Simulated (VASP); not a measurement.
Here is a VASP 6.6.1 calculation.

File INCAR:

```
SYSTEM = SiO2
PREC = Accurate
ENCUT = 520
EDIFF = 1E-6
ISMEAR = 0
SIGMA = 0.02
LREAL = Auto
LASPH = .True.
NELM = 80
ALGO = Normal
ISIF = 2
LWAVE = .False.
LCHARG = .False.
GGA = CA
NBANDS = 63
```

Contents of KPOINTS:

```
Automatic mesh
0
Gamma
  4 4 4
  0 0 0
```

The input POSCAR:

```
SiO2
1.0
    5.2222344634      0.0000000000      0.0000000000
    0.0000000000      7.3674177008      0.0000000000
    0.0000000000      0.0000000000      8.1199052649
Si O
6 12
Direct
    0.2500000000      0.2136282334      0.1037963923
    0.7500000000      0.7863717666      0.8962036077
    0.7500000000      0.2136282334      0.8962036077
    0.2500000000      0.7863717666      0.1037963923
    0.2500000000      0.5000000000      0.3869958164
    0.7500000000      0.5000000000      0.6130041836
    0.0000000000      0.2684260089      0.0000000000
    0.5000000000      0.7315739911      0.0000000000
    0.0000000000      0.7315739911      0.0000000000
    0.5000000000      0.2684260089      0.0000000000
    0.2500000000      0.0000000000      0.1425053543
    0.7500000000      0.0000000000      0.8574946457
    0.2500000000      0.3203322815      0.2751347481
    0.7500000000      0.6796677185      0.7248652519
    0.7500000000      0.3203322815      0.7248652519
    0.2500000000      0.6796677185      0.2751347481
    0.5000000000      0.5000000000      0.5000000000
    0.0000000000      0.5000000000      0.5000000000
```

Potentials or basis: VASP PAW LDA potentials, release 64 (Si, O).

Command:

```bash
$ cat potpaw_LDA.64/Si/POTCAR potpaw_LDA.64/O/POTCAR > POTCAR
$ mpirun -np 1 vasp_std > vasp.out
```

(1) What does it give for the largest force?

(2) What does it give for the band gap on the k mesh?

## Answers

(1) 0.037 eV/Å.

(2) 5.41 eV.
